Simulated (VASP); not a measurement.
# ZnS (Cmc2_1) in VASP: further runs

Runs on ZnS. Level: r2SCAN. Tasks: single point.

Everything below comes from runs of VASP 6.6.1. Logs are shortened: lines on timing, memory, paths and dates and some standing lists are left out, and cuts for length are marked.

## Step 1: The cell of the first run

Symmetry: Cmc2_1, No. 36, orthorhombic system. The conventional cell has a = 3.773 Å, b = 6.601 Å, c = 6.234 Å, α = 90.00°, β = 90.00°, γ = 90.00°. Within 3.0 Å of Zn (site symmetry m) lie 4 S at 2.30 to 2.40 Å. Within 3.0 Å of S (site symmetry m) lie 4 Zn at 2.30 to 2.40 Å.

## Step 2: Single point, r2SCAN (strain -0.0100 x Voigt [1, 0, 0, 0, 0, 0])

POSCAR reads:

```
ZnS
1.0
    3.7728887938      0.0000000000      0.0000000000
   -1.8864443969      3.3004217586      0.0000000000
    0.0000000000      0.0000000000      6.2340000000
Zn S
2 2
Direct
    0.3333333333      0.6666666667      0.0000000000
    0.6666666667      0.3333333333      0.5000000000
    0.3333333333      0.6666666667      0.3850000000
    0.6666666667      0.3333333333      0.8850000000
```

INCAR.step1 reads:

```
ALGO = Normal
EDIFF = 1E-4
ENCUT = 520
GGA = PE
ISMEAR = 0
LASPH = T
LCHARG = F
LREAL = F
LWAVE = T
NBANDS = 26
NELM = 100
PREC = Accurate
SIGMA = 0.05
```

INCAR.step2 reads:

```
ALGO = Normal
EDIFF = 1E-6
ENCUT = 520
ISIF = 2
ISMEAR = 0
ISTART = 1
LASPH = T
LCHARG = F
LMIXTAU = T
LREAL = F
LWAVE = F
METAGGA = R2SCAN
NBANDS = 26
NELM = 100
PREC = Accurate
SIGMA = 0.05
```

KPOINTS reads:

```
k-points
0
Gamma
  6 6 4
```

Potentials or basis: VASP PAW PBE potentials, release 64 (Zn, S).

Command:

```bash
cat potpaw_PBE.64/Zn/POTCAR potpaw_PBE.64/S/POTCAR > POTCAR
cp INCAR.step1 INCAR
mpirun -np 1 vasp_std > vasp.out
cp INCAR.step2 INCAR
mpirun -np 1 vasp_std > vasp.out
```

OUTCAR:

```text
EDIFF = 1E-6
   ENCUT = 520
   ISIF = 2
   ISMEAR = 0
   ISTART = 1
   LASPH = T
   LREAL = F
   METAGGA = R2SCAN
   NELM = 100
   PREC = Accurate

 ion  position               nearest neighbor table
   1  0.333  0.667  0.000-   4 2.30   4 2.30   4 2.31   3 2.40
   2  0.667  0.333  0.500-   3 2.30   3 2.30   3 2.31   4 2.40
   3  0.333  0.667  0.385-   2 2.30   2 2.30   2 2.31   1 2.40
   4  0.667  0.333  0.885-   1 2.30   1 2.30   1 2.31   2 2.40

  LATTYP: Found a base centered orthorhombic cell.
 ALAT       =     3.7728887938
 B/A-ratio  =     1.7495462702
 C/A-ratio  =     1.6523148019

  Lattice vectors:

 A1 = (   1.8864443969,  -3.3004217586,   0.0000000000)
 A2 = (   1.8864443969,   3.3004217586,   0.0000000000)
 A3 = (   0.0000000000,   0.0000000000,   6.2340000000)

Analysis of symmetry for initial positions (statically):
=====================================================================
 Subroutine PRICEL returns:
 Original cell was already a primitive cell.

 Routine SETGRP: Setting up the symmetry group for a
 base centered orthorhombic supercell.

 Subroutine GETGRP returns: Found  4 space group operations
 (whereof  2 operations were pure point group operations)
 out of a pool of  8 trial point group operations.

The static configuration has the point symmetry C_1h.
 The point group associated with its full space group is C_2v.

Analysis of symmetry for dynamics (positions and initial velocities):
=====================================================================
 Subroutine PRICEL returns:
 Original cell was already a primitive cell.

 Routine SETGRP: Setting up the symmetry group for a
 base centered orthorhombic supercell.

 Subroutine GETGRP returns: Found  4 space group operations
 (whereof  2 operations were pure point group operations)
 out of a pool of  8 trial point group operations.

The dynamic configuration has the point symmetry C_1h.
 The point group associated with its full space group is C_2v.

 Subroutine INISYM returns: Found  4 space group operations
 (whereof  2 operations are pure point group operations),
 and found     1 'primitive' translations

----------------------------------------------------------------------------------------

                                     Primitive cell

  volume of cell :      77.6265

  direct lattice vectors                    reciprocal lattice vectors
     3.772888794  0.000000000  0.000000000     0.265048893  0.151495789  0.000000000
    -1.886444397  3.300421759  0.000000000     0.000000000  0.302991579  0.000000000
     0.000000000  0.000000000  6.234000000     0.000000000  0.000000000  0.160410651

  length of vectors
     3.772888794  3.801507102  6.234000000     0.305289846  0.302991579  0.160410651

  position of ions in fractional coordinates (direct lattice)
     0.333333333  0.666666667  0.000000000
     0.666666667  0.333333333  0.500000000
     0.333333333  0.666666667  0.385000000
     0.666666667  0.333333333  0.885000000

  ion indices of the primitive-cell ions
   primitive index   ion index
                 1           1
                 2           2
                 3           3
                 4           4

----------------------------------------------------------------------------------------

 KPOINTS: k-points

Automatic generation of k-mesh.
 Grid dimensions read from file:
 generate k-points for:    6    6    4

 Generating k-lattice:

  Cartesian coordinates                     Fractional coordinates (reciprocal lattice)
     0.044174816  0.025249298  0.000000000     0.166666667  0.000000000  0.000000000
     0.000000000  0.050498596  0.000000000     0.000000000  0.166666667  0.000000000
     0.000000000  0.000000000  0.040102663     0.000000000  0.000000000  0.250000000

  Length of vectors
     0.050881641  0.050498596  0.040102663

  Shift w.r.t. Gamma in fractional coordinates (k-lattice)
     0.000000000  0.000000000  0.000000000

 Subroutine IBZKPT returns following result:
 ===========================================

 Found     39 irreducible k-points:

 Following reciprocal coordinates:
            Coordinates               Weight
  0.000000  0.000000  0.000000      1.000000
  0.166667  0.000000  0.000000      4.000000
  0.333333 -0.000000  0.000000      4.000000
  0.500000  0.000000  0.000000      2.000000
  0.000000  0.166667  0.000000      2.000000
  0.166667  0.166667  0.000000      4.000000
[... 16 lines left out ...]
  0.000000  0.333333  0.250000      4.000000
  0.166667  0.333333  0.250000      8.000000
 [... further k-points ...]
   k-points           NKPTS =     39   k-points in BZ     NKDIM =     39   number of bands    NBANDS=     26
   number of dos      NEDOS =    301   number of ions     NIONS =      4
   total plane-waves  NPLWV =  37632
   dimension x,y,z NGX =    28 NGY =   28 NGZ =   48
   dimension x,y,z NGXF=    56 NGYF=   56 NGZF=   96
   ions per type =               2   2
   NGX,Y,Z   is equivalent  to a cutoff of  12.34, 12.24, 12.80 a.u.
   NGXF,Y,Z  is equivalent  to a cutoff of  24.68, 24.49, 25.60 a.u.
 SYSTEM =  unknown system
   PREC   = accura    normal or accurate (medium, high low for compatibility)
   ISTART =      1    job   : 0-new  1-cont  2-samecut
   ICHARG =      0    charge: 1-file 2-atom 10-const
   ISPIN  =      1    spin polarized calculation?
   LNONCOLLINEAR =      F non collinear calculations
   LSORBIT =      F    spin-orbit coupling
   LASPH  =      T    aspherical Exc in radial PAW
   ENCUT  =  520.0 eV  38.22 Ry    6.18 a.u.   7.02  7.07 11.59*2*pi/ulx,y,z
   NELM   =    100;   NELMIN=  2; NELMDL=  0     # of ELM steps
   EDIFF  = 0.1E-05   stopping-criterion for ELM
   LREAL  =      F    real-space projection
   EDIFFG = 0.1E-04   stopping-criterion for IOM
   NSW    =      0    number of steps for IOM
   IBRION =     -1    ionic relax: 0-MD 1-quasi-New 2-CG
   NFREE  =      0    steps in history (QN), initial steepest desc. (CG)
   ISIF   =      2    stress and relaxation
   ISYM   =      2    0-nonsym 1-usesym 2-fastsym
   POTIM  = 0.5000    time-step for ionic-motion
   TEBEG  =    0.0;   TEEND  =   0.0 temperature during run
   PSTRESS=    0.0 pullay stress
   NELECT =      36.0000    total number of electrons
   NUPDOWN=      -1.0000    fix difference up-down
   EMIN   =  10.00;   EMAX   =-10.00  energy-range for DOS
   EFERMI =   0.00;   METHOD = LEGACY
   ISMEAR =     0;   SIGMA  =   0.05  broadening in eV -4-tet -1-fermi 0-gaus
   EFERMI_NEDOS =   21; number of points for ismear=-14 and -15
   IALGO  =     38    algorithm
   IMIX   =      4    mixing-type and parameters
     AMIX     =   0.40;   BMIX     =  1.00
     AMIX_MAG =   1.60;   BMIX_MAG =  1.00
  volume/ion in A,a.u.               =      19.41       130.96
  Fermi-wavevector in a.u.,A,eV,Ry     =   1.267182  2.394626 21.847550  1.605750
  Thomas-Fermi vector in A             =   2.400343
   LORBIT       =      0    0 simple, 1 ext, 2 COOP (PROOUT), +10 PAW based schemes
   METAGGA = R2SCAN    functional components
   LHFCALC =     F    Hartree Fock is set to
   AEXX    =    0.0000 exact exchange contribution
   IVDW    =     0    specifies the selected vdW correction
   LEPSILON=     F    determine dielectric tensor
   LRPA    =     F    only Hartree local field effects (RPA)
 non-spin polarized calculation
 Gauss-broadening in eV      SIGMA  =   0.05
  energy-cutoff  :      520.00
  volume of cell :       77.63
 maximum number of plane-waves:      2106
   NGX = 13   NGY = 15   NGZ = 23

 number of electron      35.9999975 magnetization

 Free energy of the ion-electron system (eV)
  ---------------------------------------------------
  ext. energy  EPLUGINS =         0.00000000
  ---------------------------------------------------
  free energy    TOTEN  =       -37.69150670 eV

  energy without entropy =      -37.69150670  energy(sigma->0) =      -37.69150670

 E-fermi :   2.2884     XC(G=0): -10.3578

 val. band max:        2.0004842973   @ k =   0.0000   0.0000   0.0000
 cond. band min:       4.8535506704   @ k =   0.0000   0.0000   0.0000
 fundamental gap:      2.8530663731
 Fermi energy:         2.2884058476

 k-point     1 :       0.0000    0.0000    0.0000
  band No.  band energies     occupation
      1     -11.8209      2.00000
      2     -10.8735      2.00000
      3      -4.5939      2.00000
      4      -4.5911      2.00000
      5      -4.5234      2.00000
      6      -4.5227      2.00000
[... 18 lines left out ...]
     25      10.2126      0.00000
     26      11.9141      0.00000

 k-point     2 :       0.1667    0.0000    0.0000
  band No.  band energies     occupation
      1     -11.6258      2.00000
      2     -10.7621      2.00000
      3      -4.6036      2.00000
      4      -4.5451      2.00000
      5      -4.5058      2.00000
      6      -4.4650      2.00000
[... 18 lines left out ...]
     25      10.7446      0.00000
     26      11.0162      0.00000

 k-point     3 :       0.3333   -0.0000    0.0000
  band No.  band energies     occupation
      1     -11.1579      2.00000
      2     -10.5590      2.00000
      3      -4.5765      2.00000
      4      -4.4646      2.00000
      5      -4.4464      2.00000
      6      -4.3297      2.00000
[... 18 lines left out ...]
     25      11.1926      0.00000
     26      12.4422      0.00000

 k-point     4 :       0.5000    0.0000    0.0000
  band No.  band energies     occupation
      1     -10.8352      2.00000
      2     -10.5109      2.00000
      3      -4.5440      2.00000
      4      -4.4343      2.00000
      5      -4.3034      2.00000
      6      -4.2619      2.00000
[... 18 lines left out ...]
     25      11.6443      0.00000
     26      14.1044      0.00000
[... 496 lines left out ...]
      1     -11.1939      2.00000
      2     -10.7096      2.00000
      3      -4.5636      2.00000
      4      -4.5020      2.00000
      5      -4.4438      2.00000
      6      -4.4331      2.00000
[... 18 lines left out ...]
     25      10.8315      0.00000
     26      11.7640      0.00000

 k-point    23 :       0.0000    0.3333    0.2500
  band No.  band energies     occupation
      1     -11.0881      2.00000
      2     -10.6599      2.00000
      3      -4.5819      2.00000
      4      -4.4889      2.00000
      5      -4.4528      2.00000
      6      -4.3595      2.00000
[... 18 lines left out ...]
     25      11.4170      0.00000
     26      12.5513      0.00000

 k-point    24 :       0.1667    0.3333    0.2500
  band No.  band energies     occupation
      1     -10.8133      2.00000
      2     -10.5585      2.00000
      3      -4.5049      2.00000
      4      -4.4267      2.00000
      5      -4.3568      2.00000
      6      -4.2986      2.00000
[... 18 lines left out ...]
     25      11.7300      0.00000
     26      12.5131      0.00000

 [... further k-points ...]
[... 5 lines left out ...]
  --------------------------------------------------------------------------------------
  -------------------------------------------------------------------------------------
  Total        1.2959364      0.6668508     -0.3808421      0.0000000      0.0000000      0.0000000
  in kB       26.7475510     13.7635048     -7.8604114      0.0000000      0.0000000      0.0000000
  external PRESSURE =      10.8835481 kB  Pullay stress =       0.0000000 kB

 VOLUME and BASIS-vectors are now :
 -----------------------------------------------------------------------------
  energy-cutoff  :      520.00
  volume of cell :       77.63
      direct lattice vectors                 reciprocal lattice vectors
     3.772888794  0.000000000  0.000000000     0.265048893  0.151495789  0.000000000
    -1.886444397  3.300421759  0.000000000     0.000000000  0.302991579  0.000000000
     0.000000000  0.000000000  6.234000000     0.000000000  0.000000000  0.160410651

 POSITION                                       TOTAL-FORCE (eV/Angst)
 -----------------------------------------------------------------------------------
     -0.00000      2.20028      0.00000         0.000000      0.053470      0.358023
      1.88644      1.10014      3.11700        -0.000000     -0.053470      0.358023
     -0.00000      2.20028      2.40009         0.000000      0.075085     -0.358023
      1.88644      1.10014      5.51709        -0.000000     -0.075085     -0.358023
 -----------------------------------------------------------------------------------
    total drift:                               -0.000000     -0.000000      0.006705

  FREE ENERGIE OF THE ION-ELECTRON SYSTEM (eV)
  ---------------------------------------------------
  free  energy   TOTEN  =       -37.6915067023 eV

  energy  without entropy=      -37.6915067023  energy(sigma->0) =      -37.69150670
```

Run time: 3.6 min. Hardware: 1 thread of Intel Xeon Platinum 8259CL at 2.50GHz (Skylake/Cascade Lake), shared host; peak memory 0.23 GiB.

What came out:

* Free energy: -37.6915 eV
* Pressure: 1.1 GPa
* Largest force: 0.366 eV/Å
* Band gap on the k mesh: 2.85 eV, direct

Forces on the atoms (eV/Å):
```
Zn   0.000  0.053  0.358
Zn   0.000 -0.053  0.358
S    0.000  0.075 -0.358
S    0.000 -0.075 -0.358
```

Levels at points of the mesh, in eV from the valence-band top:
```
           k point  band 14  band 15  band 16  band 17  band 18  band 19  band 20  band 21  band 22  band 23
(0.00, 0.00, 0.00)    -0.91    -0.87    -0.04    -0.03     0.00     2.85     3.55     6.73     6.84     7.04
(0.50, 0.00, 0.00)    -4.34    -3.27    -2.38    -1.63    -1.07     3.96     4.76     5.48     7.57     7.99
(0.00, 0.50, 0.00)    -4.34    -3.31    -2.29    -1.63    -1.00     4.07     4.84     5.48     7.67     7.97
(0.00, 0.00, 0.50)    -2.83    -0.49    -0.49    -0.45    -0.45     4.09     4.09     7.17     7.17     7.28
(0.50, 0.00, 0.50)    -5.04    -1.77    -1.77    -1.62    -1.62     3.99     3.99     5.54     5.54     9.53
(0.00, 0.50, 0.50)    -5.05    -1.69    -1.69    -1.63    -1.63     4.05     4.05     5.57     5.57     9.62
```

Caveat: the cell differs from its parent crystal (strain -0.0100 x Voigt [1, 0, 0, 0, 0, 0]); the PAW data sets were made with another functional, which shifts forces and pressure a little.

## Step 3: Single point, r2SCAN (strain +0.0100 x Voigt [1, 0, 0, 0, 0, 0])

POSCAR, as its differences from that of step 2:

```diff
@@ -2,4 +2,4 @@
 1.0
-    3.7728887938      0.0000000000      0.0000000000
-   -1.8864443969      3.3004217586      0.0000000000
+    3.8491087694      0.0000000000      0.0000000000
+   -1.9245543847      3.3004217586      0.0000000000
     0.0000000000      0.0000000000      6.2340000000
```

INCAR.step1 reads:

```
SYSTEM = ZnS
ALGO = Normal
EDIFF = 1E-4
ENCUT = 520
GGA = PE
ISMEAR = 0
LASPH = .True.
LCHARG = .False.
LREAL = .False.
LWAVE = .True.
NBANDS = 26
NELM = 80
PREC = Accurate
SIGMA = 0.05
```

INCAR.step2 reads:

```
SYSTEM = ZnS
ALGO = Normal
EDIFF = 1E-6
ENCUT = 520
ISIF = 2
ISMEAR = 0
ISTART = 1
LASPH = .True.
LCHARG = .False.
LMIXTAU = .True.
LREAL = .False.
LWAVE = .False.
METAGGA = R2SCAN
NBANDS = 26
NELM = 80
PREC = Accurate
SIGMA = 0.05
```

KPOINTS reads:

```
k-points
0
Gamma
  6 6 4
  0 0 0
```

Potentials or basis: VASP PAW PBE potentials, release 64 (Zn, S).

Command:

```bash
cat potpaw_PBE.64/Zn/POTCAR potpaw_PBE.64/S/POTCAR > POTCAR
cp INCAR.step1 INCAR
mpirun -np 1 vasp_std > vasp.out
cp INCAR.step2 INCAR
mpirun -np 1 vasp_std > vasp.out
```

OUTCAR:

```text
SYSTEM = ZnS
   EDIFF = 1E-6
   ENCUT = 520
   ISIF = 2
   ISMEAR = 0
   ISTART = 1
   LASPH = .True.
   LREAL = .False.
   METAGGA = R2SCAN
   NELM = 80
   PREC = Accurate

 ion  position               nearest neighbor table
   1  0.333  0.667  0.000-   4 2.31   4 2.33   4 2.33   3 2.40
   2  0.667  0.333  0.500-   3 2.31   3 2.33   3 2.33   4 2.40
   3  0.333  0.667  0.385-   2 2.31   2 2.33   2 2.33   1 2.40
   4  0.667  0.333  0.885-   1 2.31   1 2.33   1 2.33   2 2.40

  Warning from LATTYP: Monoclinic adjustment (A1->A3, A2->A1, A3->A2)!
[... 894 lines left out ...]

 [... further k-points ...]
[... 5 lines left out ...]
  --------------------------------------------------------------------------------------
  -------------------------------------------------------------------------------------
  Total       -0.3913210      0.1926507     -0.6784565      0.0000000      0.0000000      0.0000000
  in kB       -7.9167570      3.8974884    -13.7257535      0.0000000      0.0000000      0.0000000
  external PRESSURE =      -5.9150074 kB  Pullay stress =       0.0000000 kB

 VOLUME and BASIS-vectors are now :
 -----------------------------------------------------------------------------
  energy-cutoff  :      520.00
  volume of cell :       79.19
      direct lattice vectors                 reciprocal lattice vectors
     3.849108769  0.000000000  0.000000000     0.259800401  0.151495789  0.000000000
    -1.924554385  3.300421759  0.000000000     0.000000000  0.302991579  0.000000000
     0.000000000  0.000000000  6.234000000     0.000000000  0.000000000  0.160410651

 POSITION                                       TOTAL-FORCE (eV/Angst)
 -----------------------------------------------------------------------------------
     -0.00000      2.20028      0.00000        -0.000000     -0.070066      0.283138
      1.92455      1.10014      3.11700         0.000000      0.070066      0.283138
     -0.00000      2.20028      2.40009         0.000000     -0.066962     -0.283138
      1.92455      1.10014      5.51709         0.000000      0.066962     -0.283138
 -----------------------------------------------------------------------------------
    total drift:                                0.000000      0.000000     -0.008428

  FREE ENERGIE OF THE ION-ELECTRON SYSTEM (eV)
  ---------------------------------------------------
  free  energy   TOTEN  =       -37.6995383714 eV

  energy  without entropy=      -37.6995383714  energy(sigma->0) =      -37.69953837
```

OUTCAR.step1:

```text
SYSTEM = ZnS
   EDIFF = 1E-4
   ENCUT = 520
   GGA = PE
   ISMEAR = 0
   LASPH = .True.
   LREAL = .False.
   NELM = 80
[... 928 lines left out ...]
      1.92455      1.10014      3.11700         0.000000      0.055175      0.288505
     -0.00000      2.20028      2.40009         0.000000     -0.069847     -0.288505
      1.92455      1.10014      5.51709         0.000000      0.069847     -0.288505
 -----------------------------------------------------------------------------------
    total drift:                                0.000000      0.000000      0.000897

  FREE ENERGIE OF THE ION-ELECTRON SYSTEM (eV)
  ---------------------------------------------------
  free  energy   TOTEN  =       -13.6625481788 eV

  energy  without entropy=      -13.6625481788  energy(sigma->0) =      -13.66254818
```

OSZICAR.step1:

```text
N       E                     dE             d eps       ncg     rms          rms(c)
DAV:   1     0.246881776585E+03    0.24688E+03   -0.17090E+04  2028   0.168E+03
DAV:   2     0.107639847561E+02   -0.23612E+03   -0.22642E+03  2078   0.351E+02
DAV:   3    -0.139017633274E+02   -0.24666E+02   -0.24418E+02  2410   0.113E+02
DAV:   4    -0.145124211993E+02   -0.61066E+00   -0.60919E+00  2346   0.177E+01
DAV:   5    -0.145219275183E+02   -0.95063E-02   -0.95044E-02  2444   0.220E+00    0.973E+00
DAV:   6    -0.136721039496E+02    0.84982E+00   -0.16382E+00  3032   0.369E+01    0.749E+00
DAV:   7    -0.136678924040E+02    0.42115E-02   -0.12265E+00  2138   0.647E+00    0.343E+00
DAV:   8    -0.136616187001E+02    0.62737E-02   -0.35462E-02  2504   0.184E+00    0.965E-01
DAV:   9    -0.136621765351E+02   -0.55783E-03   -0.89697E-03  2740   0.133E+00    0.228E-01
DAV:  10    -0.136623279106E+02   -0.15138E-03   -0.62601E-04  2274   0.337E-01    0.934E-02
DAV:  11    -0.136625490916E+02   -0.22118E-03   -0.34757E-04  1984   0.124E-01    0.595E-02
DAV:  12    -0.136625481788E+02    0.91282E-06   -0.14674E-05  1136   0.406E-02
   1 F= -.13662548E+02 E0= -.13662548E+02  d E =-.203341E-15
```

Run time: 4.3 min. Hardware: 1 thread of Intel Xeon Platinum 8259CL at 2.50GHz (Skylake/Cascade Lake), shared host; peak memory 0.24 GiB.

Results:

| Property | Result |
| --- | --- |
| Free energy | -37.6995 eV |
| Pressure | -0.6 GPa |
| Largest force | 0.292 eV/Å |
| Band gap on the k mesh | 2.77 eV, direct |

Forces in eV/Å, atoms in the order of the input:
```
Zn   0.000 -0.070  0.283
Zn   0.000  0.070  0.283
S    0.000 -0.067 -0.283
S    0.000  0.067 -0.283
```

Caveat: the cell differs from its parent crystal (strain +0.0100 x Voigt [1, 0, 0, 0, 0, 0]); the PAW data sets were made with another functional, which shifts forces and pressure a little.

(Part 1 of 2 ends here.)
